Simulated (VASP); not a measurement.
MgO, 2 atoms in the cell. The structure is tetragonal, space group I4/mmm (No. 139). Conventional cell: a = 2.950 Å, b = 2.950 Å, c = 4.240 Å, α = 90.00°, β = 90.00°, γ = 90.00°. Within 2.8 Å of Mg (site symmetry 4/mmm) lie 6 O at 2.09 to 2.12 Å. Within 2.8 Å of O (site symmetry 4/mmm) lie 6 Mg at 2.09 to 2.12 Å.  This cell differs from its parent crystal: in-plane strain -0.01.

* Program: VASP 6.6.1
* Task: single point
* Functional: PBEsol
* Potentials or basis: VASP PAW PBE potentials, release 64 (Mg, O)
* Cutoff: 520 eV
* k mesh: 10 × 10 × 10
* Occupations: gaussian, width 0.01 eV
* Spin: no spin polarisation
* Dipole correction: no
* Further INCAR settings: ALGO = Normal; EDIFF = 1e-07; NBANDS = 11

Potentials or basis: VASP PAW PBE potentials, release 64 (Mg, O).

The run is started by

```console
$ cat potpaw_PBE.64/Mg/POTCAR potpaw_PBE.64/O/POTCAR > POTCAR
$ mpirun -np 1 vasp_std > vasp.out
```

Hardware: 1 thread of AMD EPYC 9R45 96-Core Processor (Zen 5), with other jobs on the host.

Q: Estimate the wall time of this run.

A: Run time: 12 s on 1 thread of AMD EPYC 9R45 96-Core Processor (Zen 5), on a shared host, peak memory 0.12 GiB. Counts: scf iterations 13, k points 102.
